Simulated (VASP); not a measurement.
Crystal: Sb.

```
Sb
1.0
     2.39159   -2.74040    0.00000
     2.39159    2.74040    0.00000
     0.00000    0.00000    4.55946
Sb
2
Cartesian
  2.3916 -1.3702 4.0943
  2.3916 1.3702 0.4651
```

- Program: VASP 6.6.1
- Task: relaxation of cell and atoms
- Functional: PBE
- Potentials or basis: VASP PAW PBE potentials, release 64 (Sb)
- Cutoff: 600 eV
- k mesh: 6 × 6 × 4
- Occupations: gaussian, width 0.1 eV
- Spin: no spin polarisation

At the start: pressure 20.4 GPa; volume 29.88 Å³/atom.

Question: Where does the relaxation end?

Answer: Over 18 steps the energy falls by 719.3 meV/atom and the volume is 29.74 Å³/atom (-0.5 %); space group Cmme (No. 67, to 0.05 Å).

The path:
```
step  energy change (eV)  largest force (eV/Å)  pressure (GPa)  volume (Å³)
   1              0.0000                3.2209           20.36        59.76
   2             -0.3552                0.5832           -6.85        96.74
   3             -1.2910                0.3028           -1.92        74.89
   4             -1.2963                0.3748           -1.46        74.14
   5             -1.2976                0.4434           -1.01        73.47
   6             -1.2975                0.4131           -1.20        73.76
   7             -1.3322                0.4203           -0.53        71.74
   8             -1.3395                0.4511            0.07        70.45
   9             -1.3695                0.3375           -0.12        69.33
  10             -1.4110                0.0840           -0.47        66.58
  11             -1.4292                0.1015           -1.22        61.25
  12             -1.3975                0.2783            3.83        55.32
  13             -1.4361                0.0014            0.05        59.47
  14             -1.4361                0.0021            0.10        59.40
  15             -1.4381                0.0043            0.15        59.28
  16             -1.4384                0.0066            0.18        59.22
  17             -1.4383                0.0379           -0.34        59.82
  18             -1.4386                0.0137           -0.06        59.48
```

Final structure:
```cif
data_structure
_symmetry_space_group_name_H-M 'P 1'
_symmetry_Int_Tables_number 1
_cell_length_a 3.7233
_cell_length_b 3.7233
_cell_length_c 4.3022
_cell_angle_alpha 90.000
_cell_angle_beta 90.000
_cell_angle_gamma 94.205
_cell_volume 59.48
loop_
_atom_site_label
_atom_site_type_symbol
_atom_site_fract_x
_atom_site_fract_y
_atom_site_fract_z
_atom_site_occupancy
Sb1 Sb 0.75000 0.25000 0.81119 1
Sb2 Sb 0.25000 0.75000 0.18881 1
```
